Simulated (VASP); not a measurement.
# InAs in VASP: further runs

Runs on InAs. Level: PBEsol. Tasks: single point.

All numbers are computed with VASP 6.6.1; they aren't measurements. Logs are shortened: lines on timing, memory, paths and dates and some standing lists are left out, and cuts for length are marked.

## Step 1: The cell of the first run

The cell holds a slab with vacuum, 6 atoms: a = 4.304 Å, b = 4.304 Å, c = 24.609 Å, α = 90.00°, β = 90.00°, γ = 90.00°.

## Step 2: Single point, PBEsol

INCAR

```
  ALGO = Normal
  DIPOL = 0.5 0.5 0.500
  EDIFF = 1E-6
  ENCUT = 520
  GGA = PS
  IDIPOL = 3
  ISIF = 2
  ISMEAR = 0
  LASPH = True
  LCHARG = True
  LDIPOL = True
  LELF = True
  LREAL = False
  LVACPOTAV = True
  LVHAR = True
  LWAVE = False
  NBANDS = 36
  NELM = 80
  PREC = Accurate
  SIGMA = 0.1
```

KPOINTS

```
k-points
0
Gamma
  7 7 1
```

POSCAR

```
InAs
1.0
    4.3044884355      0.0000000000      0.0000000000
    0.0000000000      4.3044884355      0.0000000000
    0.0000000000      0.0000000000     24.6093324058
As In
3 3
Direct
    0.0000000000      0.5000000000      0.3453974232
    0.5000000000      0.0000000000      0.4690794846
    0.0000000000      0.5000000000      0.5927592982
    0.5000000000      0.5000000000      0.4072384539
    0.0000000000      0.0000000000      0.5292146524
    0.5000000000      0.5000000000      0.6568482424
```

Potentials or basis: VASP PAW PBE potentials, release 64 (As, In_d).

The run is started by

```console
$ cat potpaw_PBE.64/As/POTCAR potpaw_PBE.64/In_d/POTCAR > POTCAR
$ mpirun -np 1 vasp_std > vasp.out
```

OUTCAR:

```text
EDIFF = 1E-6
   ENCUT = 520
   GGA = PS
   ISIF = 2
   ISMEAR = 0
   LASPH = True
   LREAL = False
   NELM = 80
   PREC = Accurate

 ion  position               nearest neighbor table
   1  0.000  0.500  0.345-   4 2.64   4 2.64
   2  0.500  0.000  0.469-   5 2.61   5 2.61   4 2.64   4 2.64
   3  0.000  0.500  0.593-   5 2.66   5 2.66   6 2.67   6 2.67
   4  0.500  0.500  0.407-   1 2.64   2 2.64   2 2.64   1 2.64
   5  0.000  0.000  0.529-   2 2.61   2 2.61   3 2.66   3 2.66
   6  0.500  0.500  0.657-   3 2.67   3 2.67

  LATTYP: Found a simple tetragonal cell.
 ALAT       =     4.3044884355
 C/A-ratio  =     5.7171328892

  Lattice vectors:

 A1 = (   4.3044884355,   0.0000000000,   0.0000000000)
 A2 = (   0.0000000000,   4.3044884355,   0.0000000000)
 A3 = (   0.0000000000,   0.0000000000,  24.6093324058)

Analysis of symmetry for initial positions (statically):
=====================================================================
 Subroutine PRICEL returns:
 Original cell was already a primitive cell.

 Routine SETGRP: Setting up the symmetry group for a
 simple tetragonal supercell.

 Subroutine GETGRP returns: Found  4 space group operations
 (whereof  4 operations were pure point group operations)
 out of a pool of 16 trial point group operations.

The static configuration has the point symmetry C_2v.

Analysis of symmetry for dynamics (positions and initial velocities):
=====================================================================
 Subroutine PRICEL returns:
 Original cell was already a primitive cell.

 Routine SETGRP: Setting up the symmetry group for a
 simple tetragonal supercell.

 Subroutine GETGRP returns: Found  4 space group operations
 (whereof  4 operations were pure point group operations)
 out of a pool of 16 trial point group operations.

The dynamic configuration has the point symmetry C_2v.

 Subroutine INISYM returns: Found  4 space group operations
 (whereof  4 operations are pure point group operations),
 and found     1 'primitive' translations

----------------------------------------------------------------------------------------

                                     Primitive cell

  volume of cell :     455.9770

  direct lattice vectors                    reciprocal lattice vectors
     4.304488435  0.000000000  0.000000000     0.232315643  0.000000000  0.000000000
[... 89 lines left out ...]
   IBRION =     -1    ionic relax: 0-MD 1-quasi-New 2-CG
   NFREE  =      0    steps in history (QN), initial steepest desc. (CG)
   ISIF   =      2    stress and relaxation
   ISYM   =      2    0-nonsym 1-usesym 2-fastsym
   POTIM  = 0.5000    time-step for ionic-motion
   TEBEG  =    0.0;   TEEND  =   0.0 temperature during run
   PSTRESS=    0.0 pullay stress
   NELECT =      54.0000    total number of electrons
   NUPDOWN=      -1.0000    fix difference up-down
   EMIN   =  10.00;   EMAX   =-10.00  energy-range for DOS
   EFERMI =   0.00;   METHOD = LEGACY
   ISMEAR =     0;   SIGMA  =   0.10  broadening in eV -4-tet -1-fermi 0-gaus
   EFERMI_NEDOS =   21; number of points for ismear=-14 and -15
   IALGO  =     38    algorithm
   IMIX   =      4    mixing-type and parameters
     AMIX     =   0.40;   BMIX     =  1.00
     AMIX_MAG =   1.60;   BMIX_MAG =  1.00
  volume/ion in A,a.u.               =      76.00       512.85
  Fermi-wavevector in a.u.,A,eV,Ry     =   0.803943  1.519231  8.793771  0.646324
  Thomas-Fermi vector in A             =   1.911906
   LORBIT       =      0    0 simple, 1 ext, 2 COOP (PROOUT), +10 PAW based schemes
   GGA     = PS    functional components
   LHFCALC =     F    Hartree Fock is set to
   AEXX    =    0.0000 exact exchange contribution
   IVDW    =     0    specifies the selected vdW correction
   LEPSILON=     F    determine dielectric tensor
   LRPA    =     F    only Hartree local field effects (RPA)
 non-spin polarized calculation
 Gauss-broadening in eV      SIGMA  =   0.10
  energy-cutoff  :      520.00
  volume of cell :      455.98
 maximum number of plane-waves:     12328
   NGX = 17   NGY = 17   NGZ = 91

 number of electron      54.0000001 magnetization

 dipolmoment           0.000000      0.000000     -0.143710 electrons x Angstroem

 Free energy of the ion-electron system (eV)
  ---------------------------------------------------
  ext. energy  EPLUGINS =         0.00000000
  ---------------------------------------------------
  free energy    TOTEN  =       -22.25383351 eV

  energy without entropy =      -22.21682578  energy(sigma->0) =      -22.23532965

 E-fermi :  -1.6375     XC(G=0):  -4.0915

 val. band max:       -1.6398609711   @ k =  -0.2857   0.4286   0.0000
 cond. band min:      -1.6349994312   @ k =   0.2857   0.2857   0.0000
 fundamental gap:      0.0048615398
 Fermi energy:        -1.6375363584

 k-point     1 :       0.0000    0.0000    0.0000
  band No.  band energies     occupation
      1     -16.0754      2.00000
      2     -15.9935      2.00000
      3     -15.9301      2.00000
      4     -15.9161      2.00000
      5     -15.8852      2.00000
      6     -15.8795      2.00000
[... 613 lines left out ...]
     35       3.5152      0.00000
     36       3.8750      0.00000

------------------------ aborting loop because EDIFF is reached ----------------------------------------

  FORCE on cell =-STRESS in cart. coord.  units (eV):
  Direction    XX          YY          ZZ          XY          YZ          ZX
  --------------------------------------------------------------------------------------
  -------------------------------------------------------------------------------------
  Total       -0.3811827     -1.2184008      0.1867620      0.0000000      0.0000000      0.0000000
  in kB       -1.3393709     -4.2811243      0.6562302      0.0000000      0.0000000      0.0000000
  external PRESSURE =      -1.6547550 kB  Pullay stress =       0.0000000 kB

 VOLUME and BASIS-vectors are now :
 -----------------------------------------------------------------------------
  energy-cutoff  :      520.00
  volume of cell :      455.98
      direct lattice vectors                 reciprocal lattice vectors
     4.304488435  0.000000000  0.000000000     0.232315643  0.000000000  0.000000000
     0.000000000  4.304488435  0.000000000     0.000000000  0.232315643  0.000000000
     0.000000000  0.000000000 24.609332406     0.000000000  0.000000000  0.040634991

 POSITION                                       TOTAL-FORCE (eV/Angst)
 -----------------------------------------------------------------------------------
      0.00000      2.15224      8.50000         0.000000      0.000000      0.218547
      2.15224      0.00000     11.54373         0.000000      0.000000      0.261380
      0.00000      2.15224     14.58741         0.000000      0.000000      0.005244
      2.15224      2.15224     10.02187         0.000000      0.000000     -0.511372
      0.00000      0.00000     13.02362         0.000000      0.000000      0.009651
      2.15224      2.15224     16.16460         0.000000      0.000000      0.016551
 -----------------------------------------------------------------------------------
    total drift:                                0.000000     -0.000000     -0.000122

  FREE ENERGIE OF THE ION-ELECTRON SYSTEM (eV)
  ---------------------------------------------------
  free  energy   TOTEN  =       -22.2538335124 eV

  energy  without entropy=      -22.2168257799  energy(sigma->0) =      -22.23532965

 vacuum level on the upper side and lower side of the slab         2.702         4.105
```

OSZICAR:

```text
N       E                     dE             d eps       ncg     rms          rms(c)
DAV:   1     0.429084768267E+03    0.42908E+03   -0.22112E+04  1232   0.125E+03
DAV:   2     0.217789592107E+02   -0.40731E+03   -0.40048E+03  1316   0.313E+02
DAV:   3    -0.214809391817E+02   -0.43260E+02   -0.42866E+02  1448   0.136E+02
DAV:   4    -0.233702855774E+02   -0.18893E+01   -0.18852E+01  1352   0.322E+01
[... 18 lines left out ...]
DAV:  23    -0.222538265199E+02   -0.42276E-05   -0.17620E-07   968   0.283E-03    0.503E-04
DAV:  24    -0.222538289914E+02   -0.24715E-05   -0.11933E-07   960   0.229E-03    0.301E-04
DAV:  25    -0.222538309762E+02   -0.19848E-05   -0.33999E-08   936   0.112E-03    0.228E-04
DAV:  26    -0.222538330089E+02   -0.20327E-05   -0.45483E-08   920   0.134E-03    0.256E-04
DAV:  27    -0.222538335124E+02   -0.50345E-06   -0.94014E-09   900   0.716E-04
   1 F= -.22253834E+02 E0= -.22235330E+02  d E =-.370077E-01
```

stdout:

```text
POSCAR found type information on POSCAR AsIn
 POSCAR found :  2 types and       6 ions
 scaLAPACK will be used
 -----------------------------------------------------------------------------
[... 23 lines left out ...]
|     Did not find any points to average over, which means that no vacuum     |
|     field-free region was found. Please increase the size of  your cell     |
|     in the dimension of the dipole correction to obtain accurate            |
|     workfunction values.                                                    |
|                                                                             |
 -----------------------------------------------------------------------------
```

It took 9 min on 1 thread of Intel Xeon Platinum 8488C (Sapphire Rapids), shared host; peak memory 0.57 GiB.

What came out:

| Quantity | Value |
| --- | --- |
| Free energy | -22.2538 eV |
| Largest force | 0.511 eV/Å |
| Band gap on the k mesh | zero (band 27 reaches -1.27 eV, above the bottom of band 28 at -1.77 eV) |

Forces in eV/Å, atoms in the order of the input:
```
As   0.000  0.000  0.219
As   0.000  0.000  0.261
As   0.000  0.000  0.005
In   0.000  0.000 -0.511
In   0.000  0.000  0.010
In   0.000  0.000  0.017
```

Caveat: the PAW data sets were made with another functional, which shifts forces and pressure a little; spin-orbit coupling is left out, which moves the levels of the heavy elements.

## Step 3: Single point, PBEsol

This run uses another cell than the first one: it holds 8 atoms, not 6.

INCAR

```
SYSTEM = InAs
  ALGO = Normal
  DIPOL = 0.5 0.5 0.500
  EDIFF = 1E-6
  ENCUT = 400
  GGA = PS
  GGA_COMPAT = .False.
  IDIPOL = 3
  ISIF = 2
  ISMEAR = 0
  LASPH = .True.
  LCHARG = .False.
  LDIPOL = .True.
  LREAL = .False.
  LWAVE = .False.
  NBANDS = 46
  NELM = 120
  NELMDL = -8
  PREC = Accurate
  SIGMA = 0.1
```

KPOINTS

```
k-points
0
Gamma
  8 8 1
  0 0 0
```

POSCAR

```
InAs
1.0
    4.3044884346      0.0000000000      0.0000000000
    0.0000000000      4.3044884346      0.0000000000
    0.0000000000      0.0000000000     25.6530653659
As In
4 4
Direct
    0.0000000000      0.5000000000      0.2920567672
    0.5000000000      0.0000000000      0.4113067086
    0.0000000000      0.5000000000      0.5295249166
    0.5000000000      0.0000000000      0.6482851171
    0.5000000000      0.5000000000      0.3497255133
    0.0000000000      0.0000000000      0.4691884226
    0.5000000000      0.5000000000      0.5882922438
    0.0000000000      0.0000000000      0.7116203107
```

Potentials or basis: VASP PAW PBE potentials, release 64 (As, In_d).

The run is started by

```console
$ cat potpaw_PBE.64/As/POTCAR potpaw_PBE.64/In_d/POTCAR > POTCAR
$ mpirun -np 1 vasp_std > vasp.out
```

It took 22 min on 1 thread of Intel Xeon 8259CL, shared host; peak memory 0.54 GiB.

The run converged. Its results:

```yaml
Free_energy: -30.6905 eV
Largest_force: 0.014 eV/Å
Band_gap_on_the_k_mesh: zero (band 36 reaches -0.42 eV, above the bottom of band 37 at -0.94 eV)
```

Forces in eV/Å, atoms in the order of the input:
```
As   0.000  0.000 -0.012
As   0.000  0.000 -0.001
As   0.000  0.000  0.000
As   0.000  0.000  0.002
In   0.000  0.000 -0.001
In   0.000  0.000  0.000
In   0.000  0.000 -0.002
In   0.000  0.000  0.014
```

Levels at points of the mesh, in eV from the Fermi level:
```csv
k point,band 34,band 35,band 36,band 37,band 38,band 39
"(0.00, 0.00, 0.00)",-0.53,-0.03,0.30,0.83,1.43,1.73
"(0.50, 0.00, 0.00)",-0.91,-0.65,-0.31,0.98,1.28,1.91
"(0.00, 0.50, 0.00)",-0.77,-0.46,-0.37,0.03,0.46,2.06
"(0.50, 0.50, 0.00)",-2.04,-0.76,-0.57,-0.11,0.44,2.13
```

Caveat: the PAW data sets were made with another functional, which shifts forces and pressure a little; spin-orbit coupling is left out, which moves the levels of the heavy elements.
